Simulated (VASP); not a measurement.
Input of a VASP 6.6.1 run:

File INCAR:

```
SYSTEM = Au
ALGO     = Normal         ! electronic algorithm
EDIFF    = 1E-6           ! SCF threshold, eV
ENCUT    = 520            ! plane-wave cutoff, eV
GGA      = PE             ! functional
ISIF     = 2              ! what is computed and relaxed
ISMEAR   = 0              ! smearing method
LASPH    = .TRUE.         ! aspherical terms in the spheres
LCHARG   = .TRUE.         ! write CHGCAR
LELF     = .TRUE.         ! ELF
LREAL    = .FALSE.        ! projectors in reciprocal space
LVHAR    = .TRUE.       
LWAVE    = .FALSE.        ! write WAVECAR
NBANDS   = 12             ! bands
NELM     = 60             ! most SCF steps
PREC     = Accurate       ! precision mode
SIGMA    = 0.027000000000000003 ! smearing width, eV
```

The input KPOINTS:

```
k-points
0
G
  11 11 11
  0 0 0
```

POSCAR

```
Au
1.0
    0.0000000000      2.0350000000      2.0350000000
    2.0350000000      0.0000000000      2.0350000000
    2.0350000000      2.0350000000      0.0000000000
Au
1
Direct
    0.0000000000      0.0000000000      0.0000000000
```

Potentials or basis: VASP PAW PBE potentials, release 64 (Au).

Command:

```console
$ cat potpaw_PBE.64/Au/POTCAR > POTCAR
$ mpirun -np 1 vasp_std > vasp.out
```

(1) What does it give for the pressure?

Results:

(1) 10.5 GPa.
